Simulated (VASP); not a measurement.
Crystal: Au.

```
CELL_PARAMETERS angstrom
0.00000 2.83943 2.83943
2.83943 0.00000 2.83943
2.83943 2.83943 0.00000
ATOMIC_POSITIONS crystal
Au 0.12500 0.12500 0.12500
Au 0.87500 0.87500 0.87500
```

| Quantity | Value |
| --- | --- |
| Program | VASP 6.6.1 |
| Task | relaxation of cell and atoms |
| Functional | revPBE |
| Potentials or basis | VASP PAW PBE potentials, release 64 (Au) |
| Cutoff | 600 eV |
| k mesh | 10 × 10 × 10 |
| Occupations | fermi-dirac, width 0.1 eV |
| Spin | no spin polarisation |

At the start: pressure 28.3 GPa; volume 22.89 Å³/atom.

Task: How do energy, volume and symmetry change on relaxing?

Result: Over 19 steps the energy falls by 475.0 meV/atom and the volume is 30.21 Å³/atom (+32.0 %); space group Fd-3m (No. 227, to 0.05 Å).

The path:
```csv
step,energy change (eV),largest force (eV/Å),pressure (GPa),volume (Å³)
1,0.0000,0.0000,28.30,45.78
2,-0.5598,0.0000,-5.29,78.15
3,-0.9498,0.0000,-0.16,60.71
4,-0.9499,0.0000,0.08,60.38
5,-0.9499,0.0000,0.08,60.38
6,-0.9499,0.0000,0.08,60.39
7,-0.9499,0.0000,0.07,60.39
8,-0.9499,0.0000,0.07,60.39
9,-0.9499,0.0000,0.07,60.39
10,-0.9499,0.0000,0.07,60.39
11,-0.9499,0.0000,0.07,60.39
12,-0.9499,0.0000,0.07,60.39
13,-0.9499,0.0000,0.07,60.39
14,-0.9499,0.0000,0.08,60.39
15,-0.9499,0.0000,0.08,60.39
16,-0.9499,0.0000,0.08,60.39
17,-0.9499,0.0000,0.07,60.39
18,-0.9499,0.0000,0.06,60.40
19,-0.9499,0.0000,0.05,60.42
```

Final structure:
```cif
data_structure
_symmetry_space_group_name_H-M 'P 1'
_symmetry_Int_Tables_number 1
_cell_length_a 4.4044
_cell_length_b 4.4044
_cell_length_c 4.4044
_cell_angle_alpha 60.000
_cell_angle_beta 60.000
_cell_angle_gamma 60.000
_cell_volume 60.42
loop_
_atom_site_label
_atom_site_type_symbol
_atom_site_fract_x
_atom_site_fract_y
_atom_site_fract_z
_atom_site_occupancy
Au1 Au 0.12500 0.12500 0.12500 1
Au2 Au 0.87500 0.87500 0.87500 1
```

Caveat: the volume moved by over 15 % at a fixed basis, so the end points are rough; the PAW data sets were made with another functional, which shifts forces and pressure a little.
